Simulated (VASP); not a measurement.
A run of VASP 6.6.1 is set up as follows.

File POSCAR:

```
PbS
1.0
    0.0000000000      3.0272161200      3.0272161200
    3.0272161200      0.0000000000      3.0272161200
    3.0272161200      3.0272161200      0.0000000000
Pb S
1 1
Direct
    0.0000000000      0.0000000000      0.0000000000
    0.5000000000      0.5000000000      0.5000000000
```

File INCAR.step1:

```
  PREC = Accurate
  ENCUT = 520
  ISMEAR = -1
  SIGMA = 0.02
  LREAL = F
  LASPH = T
  NELM = 60
  GGA = PE
  ALGO = Normal
  EDIFF = 1E-4
  LWAVE = T
  LCHARG = F
```

INCAR.step2

```
  PREC = Accurate
  ENCUT = 520
  EDIFF = 1E-7
  ISMEAR = -1
  SIGMA = 0.02
  LREAL = F
  LASPH = T
  NELM = 60
  ALGO = Normal
  ISIF = 2
  LWAVE = F
  LCHARG = F
  METAGGA = R2SCAN
  LMIXTAU = T
  IBRION = 2
  NSW = 50
  EDIFFG = -0.01
  ISTART = 1
```

The input KPOINTS:

```
regular mesh
0
Gamma
  8 8 8
```

Potentials or basis: VASP PAW PBE potentials, release 64 (Pb_d, S).

Run with:

```bash
$ cat potpaw_PBE.64/Pb_d/POTCAR potpaw_PBE.64/S/POTCAR > POTCAR
$ cp INCAR.step1 INCAR
$ mpirun -np 1 vasp_std > vasp.out
$ cp INCAR.step2 INCAR
$ mpirun -np 1 vasp_std > vasp.out
```

Problem. Predict the band gap on the k mesh.

Solution. 0.84 eV.

Final structure:
```
CELL_PARAMETERS angstrom
0.00000 3.02722 3.02722
3.02722 0.00000 3.02722
3.02722 3.02722 0.00000
ATOMIC_POSITIONS crystal
Pb 0.00000 0.00000 0.00000
S 0.50000 0.50000 0.50000
```

Caveat: the relaxation stopped at its first step, so nothing moved; spin-orbit coupling is left out, which moves the levels of the heavy elements. A k mesh can miss the band edges.
